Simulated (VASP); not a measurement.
CuO, 4 atoms in the cell. The structure is tetragonal, space group P4/nmm (No. 129). The conventional cell has a = 3.197 Å, b = 3.197 Å, c = 4.680 Å, α = 90.00°, β = 90.00°, γ = 90.00°. Within 2.7 Å of Cu (site symmetry -4m2) lie 4 O at 2.03 Å and 4 Cu at 2.26 Å. Within 2.7 Å of O (site symmetry 4mm) lie 4 Cu at 2.03 Å. 

| Quantity | Value |
| --- | --- |
| Program | VASP 6.6.1 |
| Task | single point |
| Functional | PBE |
| Potentials or basis | VASP PAW PBE potentials, release 64 (Cu, O) |
| Cutoff | 520 eV |
| k mesh | 8 × 8 × 6 |
| Occupations | fermi-dirac, width 0.05 eV |
| Spin | no spin polarisation |
| Dipole correction | no |
| Further INCAR settings | ALGO = Normal; EDIFF = 1e-06; NBANDS = 25 |

Potentials or basis: VASP PAW PBE potentials, release 64 (Cu, O).

Launch:

```sh
$ cat potpaw_PBE.64/Cu/POTCAR potpaw_PBE.64/O/POTCAR > POTCAR
$ mpirun -np 1 vasp_std > vasp.out
```

Hardware: 1 thread of Intel(R) Xeon(R) 6975P-C (Granite Rapids), with other jobs on the host.

Question: How long does it take, and how much memory?

Answer: It took 26 s on 1 thread of Intel(R) Xeon(R) 6975P-C (Granite Rapids), on a shared host, peak memory 0.18 GiB. Counts: scf iterations 17, k points 60.
